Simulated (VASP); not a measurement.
## BaS: elastic constants with PBEsol

Crystal: BaS.

```xyz
2
Lattice="0.0000 3.1663 3.1663 3.1663 0.0000 3.1663 3.1663 3.1663 0.0000" Properties=species:S:1:pos:R:3 pbc="T T T"
Ba    0.0000    0.0000    0.0000
S     3.1663    3.1663    3.1663
```

- Program: VASP 6.6.1
- Task: elastic constants
- Functional: PBEsol
- Potentials or basis: VASP PAW PBE potentials, release 64 (Ba_sv, S)
- Cutoff: 600 eV
- k mesh: 8 × 8 × 8
- Occupations: gaussian, width 0.01 eV
- Spin: no spin polarisation
- Dipole correction: no
- Ions in elastic constants: relaxed
- Further INCAR settings: ALGO = Normal; EDIFF = 1e-08; IBRION = 6; POTIM = 0.015; NSW = 1; ISIF = 3

The elastic constants C11, C12, C44 are 112, 17, 18 GPa and the voigt bulk modulus is 48 GPa. The highest phonon frequency at Γ, LO-TO splitting left out is 152 cm⁻¹.

Phonon frequencies in cm⁻¹ (negative: imaginary):
| q point | frequencies |
| --- | --- |
| (0.000, 0.000, 0.000) | 0 0 0 152 152 152 |

Elastic tensor in Voigt notation (GPa, in the Cartesian axes of the cell as first typed):
```
112  17  17   0   0   0
 17 112  17   0   0   0
 17  17 112   0   0   0
  0   0   0  18   0   0
  0   0   0   0  18   0
  0   0   0   0   0  18
```

Clamped-ion elastic tensor (GPa):
```
112  17  17   0   0   0
 17 112  17   0   0   0
 17  17 112   0   0   0
  0   0   0  18   0   0
  0   0   0   0  18   0
  0   0   0   0   0  18
```

Wall time 14 min on 1 thread of Intel Xeon 6975P-C, with other jobs on the host, peak memory 0.39 GiB.

Caveat: the PAW data sets were made with another functional, which shifts forces and pressure a little.
